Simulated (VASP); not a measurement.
# NbAs (F-43m) in VASP: a series of runs, part 2 of 2

VASP 6.6.1. Earlier steps stand in the parts before.

**3. Single point, r2SCAN**

This run uses another cell than the first one, of 24.05 Å³/atom.

POSCAR

```
NbAs
1.0
    0.0000000000      2.8864779796      2.8864779796
    2.8864779796      0.0000000000      2.8864779796
    2.8864779796      2.8864779796      0.0000000000
Nb As
1 1
Direct
    0.0000000000      0.0000000000      0.0000000000
    0.2500000000      0.2500000000      0.2500000000
```

INCAR.step1

```
SYSTEM = NbAs
PREC     = Accurate       ! precision mode
ENCUT    = 550            ! plane-wave cutoff, eV
ISMEAR   = 0              ! smearing method
SIGMA    = 0.1            ! smearing width, eV
LREAL    = .FALSE.        ! projectors in reciprocal space
LASPH    = .TRUE.         ! aspherical terms in the spheres
NELM     = 120            ! most SCF steps
NBANDS   = 16             ! bands
GGA      = PE             ! functional
ALGO     = Normal         ! electronic algorithm
EDIFF    = 1E-5           ! SCF threshold, eV
LWAVE    = .TRUE.         ! write WAVECAR
LCHARG   = .FALSE.        ! write CHGCAR
GGA_COMPAT= .FALSE.
```

INCAR.step2

```
SYSTEM = NbAs
PREC     = Accurate       ! precision mode
ENCUT    = 550            ! plane-wave cutoff, eV
EDIFF    = 1E-6           ! SCF threshold, eV
ISMEAR   = 0              ! smearing method
SIGMA    = 0.1            ! smearing width, eV
LREAL    = .FALSE.        ! projectors in reciprocal space
LASPH    = .TRUE.         ! aspherical terms in the spheres
NELM     = 120            ! most SCF steps
ALGO     = Normal         ! electronic algorithm
ISIF     = 2              ! what is computed and relaxed
LWAVE    = .FALSE.        ! write WAVECAR
LCHARG   = .FALSE.        ! write CHGCAR
METAGGA  = R2SCAN         ! meta-GGA
LMIXTAU  = .TRUE.       
NBANDS   = 16             ! bands
ISTART   = 1            
GGA_COMPAT= .FALSE.
```

KPOINTS

```
Automatic mesh
0
G
  12 12 12
  0 0 0
```

Potentials or basis: VASP PAW PBE potentials, release 64 (Nb_sv, As).

The run is started by

```console
> cat potpaw_PBE.64/Nb_sv/POTCAR potpaw_PBE.64/As/POTCAR > POTCAR
> cp INCAR.step1 INCAR
> mpirun -np 1 vasp_std > vasp.out
> cp INCAR.step2 INCAR
> mpirun -np 1 vasp_std > vasp.out
```

Wall time 4.2 min (1 thread of Intel Xeon 8259CL, shared host); peak memory 0.23 GiB.

Results (log left out):

```
Free energy            : -39.1954 eV
Pressure               : 0.7 GPa
Band gap on the k mesh : zero (bands 9 and 10 overlap by 0.52 eV)
```

Levels at points of the mesh, in eV from the Fermi level:
| k point | band 6 | band 7 | band 8 | band 9 | band 10 | band 11 | band 12 | band 13 |
| --- | --- | --- | --- | --- | --- | --- | --- | --- |
| (0.00, 0.00, 0.00) | -3.86 | -3.86 | -3.86 | 0.05 | 0.05 | 2.66 | 5.77 | 5.77 |
| (0.50, 0.00, 0.00) | -4.53 | -3.41 | -3.41 | 0.43 | 0.43 | 0.65 | 3.40 | 3.40 |
| (0.50, 0.50, 0.00) | -5.08 | -2.42 | -2.42 | -1.10 | 0.89 | 0.97 | 1.42 | 1.42 |

Caveat: the PAW data sets were made with another functional, which shifts forces and pressure a little.

**4. Single point, r2SCAN**

This run uses another cell than the first one, of 26.05 Å³/atom.

POSCAR

```
NbAs
1.0
    0.0000000000      2.9645284153      2.9645284153
    2.9645284153      0.0000000000      2.9645284153
    2.9645284153      2.9645284153      0.0000000000
Nb As
1 1
Direct
    0.0000000000      0.0000000000      0.0000000000
    0.2500000000      0.2500000000      0.2500000000
```

INCAR.step1

```
PREC     = Accurate       # precision mode
ENCUT    = 550            # plane-wave cutoff, eV
ISMEAR   = 0              # smearing method
SIGMA    = 0.1            # smearing width, eV
LREAL    = F              # projectors in reciprocal space
LASPH    = T              # aspherical terms in the spheres
NELM     = 120            # most SCF steps
NBANDS   = 16             # bands
GGA      = PE             # functional
ALGO     = Normal         # electronic algorithm
EDIFF    = 1E-5           # SCF threshold, eV
LWAVE    = T              # write WAVECAR
LCHARG   = F              # write CHGCAR
GGA_COMPAT= F
```

INCAR.step2

```
PREC     = Accurate       # precision mode
ENCUT    = 550            # plane-wave cutoff, eV
EDIFF    = 1E-6           # SCF threshold, eV
ISMEAR   = 0              # smearing method
SIGMA    = 0.1            # smearing width, eV
LREAL    = F              # projectors in reciprocal space
LASPH    = T              # aspherical terms in the spheres
NELM     = 120            # most SCF steps
ALGO     = Normal         # electronic algorithm
ISIF     = 2              # what is computed and relaxed
LWAVE    = F              # write WAVECAR
LCHARG   = F              # write CHGCAR
METAGGA  = R2SCAN         # meta-GGA
LMIXTAU  = T            
NBANDS   = 16             # bands
ISTART   = 1            
GGA_COMPAT= F
```

KPOINTS

```
regular mesh
0
Gamma
  12 12 12
```

The run is started by

```console
> cat potpaw_PBE.64/Nb_sv/POTCAR potpaw_PBE.64/As/POTCAR > POTCAR
> cp INCAR.step1 INCAR
> mpirun -np 1 vasp_std > vasp.out
> cp INCAR.step2 INCAR
> mpirun -np 1 vasp_std > vasp.out
```

Run time: 3.8 min. Hardware: 1 thread of Intel Xeon 8259CL, shared host; peak memory 0.23 GiB.

The run converged. Its results:

```
Free energy            : -39.1204 eV
Pressure               : -6.3 GPa
Band gap on the k mesh : zero (bands 9 and 10 overlap by 0.46 eV)
```

Levels at points of the mesh, in eV from the Fermi level:
```
           k point  band 7  band 8  band 9  band 10  band 11  band 12
(0.00, 0.00, 0.00)   -3.61   -3.61    0.06     0.06     2.38     5.30
(0.50, 0.00, 0.00)   -3.20   -3.20    0.38     0.38     0.55     3.11
(0.50, 0.50, 0.00)   -2.38   -2.38   -0.94     0.80     0.80     1.30
```

Caveat: the cell stands under tension; the PAW data sets were made with another functional, which shifts forces and pressure a little.

**5. Single point, r2SCAN**

This run uses another cell than the first one, of 27.56 Å³/atom.

POSCAR

```
NbAs
1.0
    0.0000000000      3.0204760705      3.0204760705
    3.0204760705      0.0000000000      3.0204760705
    3.0204760705      3.0204760705      0.0000000000
Nb As
1 1
Direct
    0.0000000000      0.0000000000      0.0000000000
    0.2500000000      0.2500000000      0.2500000000
```

INCAR.step1

```
SYSTEM = NbAs
ALGO = Normal
EDIFF = 1E-5
ENCUT = 550
GGA = PE
GGA_COMPAT = .FALSE.
ISMEAR = 0
LASPH = .TRUE.
LCHARG = .FALSE.
LREAL = .FALSE.
LWAVE = .TRUE.
NBANDS = 16
NELM = 120
PREC = Accurate
SIGMA = 0.1
```

INCAR.step2

```
SYSTEM = NbAs
ALGO = Normal
EDIFF = 1E-6
ENCUT = 550
GGA_COMPAT = .FALSE.
ISIF = 2
ISMEAR = 0
ISTART = 1
LASPH = .TRUE.
LCHARG = .TRUE.
LELF = .TRUE.
LMIXTAU = .TRUE.
LREAL = .FALSE.
LVHAR = .TRUE.
LWAVE = .FALSE.
METAGGA = R2SCAN
NBANDS = 16
NELM = 120
PREC = Accurate
SIGMA = 0.1
```

KPOINTS

```
k-points
0
G
  12 12 12
  0 0 0
```

The run is started by

```console
> cat potpaw_PBE.64/Nb_sv/POTCAR potpaw_PBE.64/As/POTCAR > POTCAR
> cp INCAR.step1 INCAR
> mpirun -np 1 vasp_std > vasp.out
> cp INCAR.step2 INCAR
> mpirun -np 1 vasp_std > vasp.out
```

Run time: 7.6 min. Hardware: 1 thread of Intel Xeon 8259CL, shared host; peak memory 0.26 GiB.

Results (log left out):

* Free energy: -38.9676 eV
* Pressure: -9.9 GPa
* Band gap on the k mesh: zero (bands 9 and 10 overlap by 0.44 eV)

Levels at points of the mesh, in eV from the Fermi level:
```tsv
k point	band 7	band 8	band 9	band 10	band 11	band 12
(0.00, 0.00, 0.00)	-3.44	-3.44	0.06	0.06	2.18	4.97
(0.50, 0.00, 0.00)	-3.06	-3.06	0.35	0.35	0.48	2.92
(0.50, 0.50, 0.00)	-2.33	-2.33	-0.83	0.70	0.73	1.22
```

Caveat: the cell stands under tension; the PAW data sets were made with another functional, which shifts forces and pressure a little.

**6. Single point, r2SCAN, collinear spin**

This run uses another cell than the first one, of 20.04 Å³/atom.

POSCAR

```
NbAs
1.0
    0.0000000000      2.7162797754      2.7162797754
    2.7162797754      0.0000000000      2.7162797754
    2.7162797754      2.7162797754      0.0000000000
Nb As
1 1
Direct
    0.0000000000      0.0000000000      0.0000000000
    0.2500000000      0.2500000000      0.2500000000
```

INCAR.step1

```
PREC = Accurate
ENCUT = 550
ISMEAR = 0
SIGMA = 0.1
LREAL = False
LASPH = True
NELM = 200
ISPIN = 2
MAGMOM = 1 0
LMAXMIX = 4
NBANDS = 20
GGA = PE
ALGO = Normal
EDIFF = 1E-5
LWAVE = True
LCHARG = False
GGA_COMPAT = False
```

INCAR.step2

```
PREC = Accurate
ENCUT = 550
EDIFF = 1E-6
ISMEAR = 0
SIGMA = 0.1
LREAL = False
LASPH = True
NELM = 200
ALGO = Normal
ISIF = 2
LWAVE = False
LCHARG = True
ISPIN = 2
MAGMOM = 1 0
LORBIT = 11
LMAXMIX = 4
METAGGA = R2SCAN
LMIXTAU = True
LELF = True
LVHAR = True
NBANDS = 20
ISTART = 1
GGA_COMPAT = False
```

KPOINTS

```
Automatic mesh
0
Gamma
  12 12 12
```

Potentials or basis: VASP PAW PBE potentials, release 64 (Nb_sv, As).

The run is started by

```console
> cat potpaw_PBE.64/Nb_sv/POTCAR potpaw_PBE.64/As/POTCAR > POTCAR
> cp INCAR.step1 INCAR
> mpirun -np 1 vasp_std > vasp.out
> cp INCAR.step2 INCAR
> mpirun -np 1 vasp_std > vasp.out
```

Run time: 11 min. Hardware: 1 thread of Intel Xeon 8259CL, shared host; peak memory 0.27 GiB.

Results (log left out):

```
Free energy                                           : -38.5717 eV
Pressure                                              : 28.0 GPa
Band gap on the k mesh                                : zero (filled and empty bands overlap)
Net moment                                            : 0.00 μB per cell
Valence electrons inside the program's atomic spheres : Nb 10.88; As 3.19
```

Levels at points of the mesh, in eV from the Fermi level:
Spin up:
| k point | band 5 | band 6 | band 7 | band 8 | band 9 | band 10 | band 11 | band 12 | band 13 | band 14 |
| --- | --- | --- | --- | --- | --- | --- | --- | --- | --- | --- |
| (0.00, 0.00, 0.00) | -13.23 | -4.45 | -4.45 | -4.45 | 0.00 | 0.00 | 3.34 | 6.78 | 6.78 | 6.78 |
| (0.50, 0.00, 0.00) | -11.97 | -5.03 | -3.90 | -3.90 | 0.54 | 0.54 | 0.96 | 4.14 | 4.14 | 5.30 |
| (0.50, 0.50, 0.00) | -11.53 | -5.90 | -2.44 | -2.44 | -1.52 | 1.10 | 1.49 | 1.72 | 1.72 | 8.98 |
Spin down:
| k point | band 7 | band 8 | band 9 | band 10 | band 11 | band 12 |
| --- | --- | --- | --- | --- | --- | --- |
| (0.00, 0.00, 0.00) | -4.45 | -4.45 | -0.01 | -0.01 | 3.34 | 6.78 |
| (0.50, 0.00, 0.00) | -3.90 | -3.90 | 0.54 | 0.54 | 0.96 | 4.14 |
| (0.50, 0.50, 0.00) | -2.44 | -2.44 | -1.52 | 1.10 | 1.49 | 1.72 |

Caveat: the cell stands under pressure; the PAW data sets were made with another functional, which shifts forces and pressure a little.

**7. Overview**

| spin | cell | gap on the mesh (eV) | pressure (GPa) |
| --- | --- | --- | --- |
| off | a = 3.935 Å, angles 60.0°, 2 atoms | none | 15.0 |
| off | a = 4.082 Å, angles 60.0°, 2 atoms | none | 0.7 |
| off | a = 4.192 Å, angles 60.0°, 2 atoms | none | -6.3 |
| off | a = 4.272 Å, angles 60.0°, 2 atoms | none | -9.9 |
| collinear | a = 3.841 Å, angles 60.0°, 2 atoms | none | 28.0 |

Alike in all rows: task single point; level r2SCAN; potentials or basis VASP PAW PBE potentials, release 64 (Nb_sv, As); k mesh 12 × 12 × 12; cutoff (eV) 550; smearing gaussian 0.1 eV.

Caveats: the PAW data sets were made with another functional, which shifts forces and pressure a little; the cell stands under pressure (at least some runs); the cell stands under tension (at least some runs).

Absolute energies hang on the potentials; compare differences alone.
